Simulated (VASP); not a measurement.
Set up this calculation in VASP 6.6.1, as the native input.

```yaml
Task: single point
Functional: B3LYP
Potentials_or_basis: VASP PAW PBE potentials, release 64 (Al, N)
Cutoff: 520 eV
k_mesh: 6 × 6 × 6
Occupations: fermi-dirac, width 0.05 eV
Spin: no spin polarisation
Dipole_correction: no
Grid_for_exact_exchange_PRECFOCK: Normal
Further_INCAR_settings: ALGO = Normal; EDIFF = 1e-06; NBANDS = 11
Share_of_exact_exchange: 0.2
```

Crystal: AlN.

```
CELL_PARAMETERS angstrom
0.00000 2.02615 2.02615
2.02615 0.00000 2.02615
2.02615 2.02615 0.00000
ATOMIC_POSITIONS crystal
Al 0.50000 0.50000 0.50000
N 0.00000 0.00000 0.00000
```

One way to write it, as run:

POSCAR

```
AlN
1.0
    0.0000000000      2.0261544926      2.0261544926
    2.0261544926      0.0000000000      2.0261544926
    2.0261544926      2.0261544926      0.0000000000
Al N
1 1
Direct
    0.5000000000      0.5000000000      0.5000000000
    0.0000000000      0.0000000000      0.0000000000
```

INCAR.step1

```
ALGO = Normal
EDIFF = 1E-5
ENCUT = 520
GGA = PE
ISIF = 2
ISMEAR = -1
LASPH = T
LREAL = F
LWAVE = T
NBANDS = 11
NELM = 100
PREC = Accurate
SIGMA = 0.05
```

INCAR.step2

```
AEXX = 0.2
AGGAC = 0.81
AGGAX = 0.72
ALDAC = 0.19
ALGO = Normal
EDIFF = 1E-6
ENCUT = 520
GGA = B3
ISIF = 2
ISMEAR = -1
ISTART = 1
LASPH = T
LCHARG = T
LELF = T
LHFCALC = T
LREAL = F
LVHAR = T
LWAVE = F
NBANDS = 11
NELM = 100
PREC = Accurate
PRECFOCK = Normal
SIGMA = 0.05
```

KPOINTS

```
k-points
0
Gamma
  6 6 6
```

Potentials or basis: VASP PAW PBE potentials, release 64 (Al, N).

Run with:

```console
$ cat potpaw_PBE.64/Al/POTCAR potpaw_PBE.64/N/POTCAR > POTCAR
$ cp INCAR.step1 INCAR
$ mpirun -np 1 vasp_std > vasp.out
$ cp INCAR.step2 INCAR
$ mpirun -np 1 vasp_std > vasp.out
```

It gave:

* Pressure: 0.8 GPa
* Band gap on the k mesh: 6.37 eV (least direct gap 7.68 eV)

Caveat: the k points lie up to 0.45 Å⁻¹ apart; the PAW data sets were made with another functional, which shifts forces and pressure a little.

It took 6.6 min on 1 thread of Intel Xeon 8259CL, with other jobs on the host, peak memory 0.14 GiB.
